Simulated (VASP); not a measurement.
Write the native input for VASP 6.6.1 that does the following.

```yaml
Task: single point
Functional: PBEsol
Potentials_or_basis: VASP PAW PBE potentials, release 64 (Ti_sv, Co)
Cutoff: 520 eV
k_mesh: 12 × 12 × 12
Occupations: gaussian, width 0.15 eV
Spin: collinear spin, ferromagnetic start
Starting_moments: "[0.3, 0.66, 0.66, 0.66] μB"
Fixed_moment: 2.28 μB
Dipole_correction: no
Further_INCAR_settings: ALGO = Normal; EDIFF = 1e-07; NBANDS = 32
```

The structure of TiCo3 lies in POSCAR:

```
TiCo3
1.0
    3.4529205823      0.0000000000      0.0000000000
    0.0000000000      3.4529205823      0.0000000000
    0.0000000000      0.0000000000      3.4529205823
Ti Co
1 3
Direct
    0.0000000000      0.0000000000      0.0000000000
    0.0000000000      0.5000000000      0.5000000000
    0.5000000000      0.0000000000      0.5000000000
    0.5000000000      0.5000000000      0.0000000000
```

One way to write it, as run:

INCAR

```
SYSTEM = TiCo3
ALGO     = Normal         ! electronic algorithm
EDIFF    = 1E-7           ! SCF threshold, eV
ENCUT    = 520            ! plane-wave cutoff, eV
GGA      = PS             ! functional
ISIF     = 2              ! what is computed and relaxed
ISMEAR   = 0              ! smearing method
ISPIN    = 2              ! spin polarisation
LASPH    = .True.         ! aspherical terms in the spheres
LCHARG   = .False.        ! write CHGCAR
LMAXMIX  = 4              ! l up to which the mixer works
LORBIT   = 11             ! projections on sites
LREAL    = .False.        ! projectors in reciprocal space
LWAVE    = .False.        ! write WAVECAR
MAGMOM   = 0.3 0.66 0.66 0.66 ! initial moments
NBANDS   = 32             ! bands
NELM     = 150            ! most SCF steps
NUPDOWN  = 2.28           ! fixed moment
PREC     = Accurate       ! precision mode
SIGMA    = 0.15           ! smearing width, eV
```

KPOINTS

```
k-points
0
Gamma
  12 12 12
  0 0 0
```

Potentials or basis: VASP PAW PBE potentials, release 64 (Ti_sv, Co).

The run is started by

```console
$ cat potpaw_PBE.64/Ti_sv/POTCAR potpaw_PBE.64/Co/POTCAR > POTCAR
$ mpirun -np 1 vasp_std > vasp.out
```

It gave:

```
Pressure                                              : 21.0 GPa
Net moment                                            : 2.28 μB per cell
Site moments                                          : Ti -0.24; Co +0.85 μB
Valence electrons inside the program's atomic spheres : Ti 10.63; Co 8.57
```

Caveat: the cell stands under pressure; the PAW data sets were made with another functional, which shifts forces and pressure a little; the total moment is fixed, so each spin has its own Fermi level and the state may be an excited one.

It took 110 s on 1 thread of Intel(R) Xeon(R) 6975P-C (Granite Rapids), with other jobs on the host, peak memory 0.29 GiB.
